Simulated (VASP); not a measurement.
Sc: single point with LDA

Sc:

```
Sc
1.0
     3.22691    0.00000    0.00000
    -1.61345    2.79458    0.00000
     0.00000    0.00000    5.00943
Sc
2
Direct
  0.33333 0.66667 0.25000
  0.66667 0.33333 0.75000
```

| Quantity | Value |
| --- | --- |
| Program | VASP 6.6.1 |
| Task | single point |
| Functional | LDA |
| Potentials or basis | VASP PAW LDA potentials, release 64 (Sc_sv) |
| Cutoff | 500 eV |
| k mesh | 11 × 11 × 6 |
| Occupations | gaussian, width 1 eV |
| Spin | no spin polarisation |
| Dipole correction | no |
| Further INCAR settings | ALGO = Normal; EDIFF = 1e-06; NBANDS = 18 |

```yaml
Pressure: 2.1 GPa
Band_gap_on_the_k_mesh: zero (band 11 reaches 5.04 eV, above the bottom of band 12 at 3.45 eV)
```

Stress tensor (GPa, compression positive):
```
1.39 0.00 0.00
0.00 1.39 0.00
0.00 0.00 3.44
```

Levels at points of the mesh, in eV from the Fermi level:
```
           k point  band 8  band 9  band 10  band 11  band 12  band 13  band 14  band 15
(0.00, 0.00, 0.00)  -27.21   -5.26    -1.78     0.91     1.65     1.65     1.97     2.17
(0.00, 0.00, 0.50)  -27.29   -3.60    -3.60     1.02     1.02     1.55     1.55     1.55
```

Run time: 14 s on 1 thread of Intel(R) Xeon(R) 6975P-C (Granite Rapids) (shared host), peak memory 0.16 GiB.
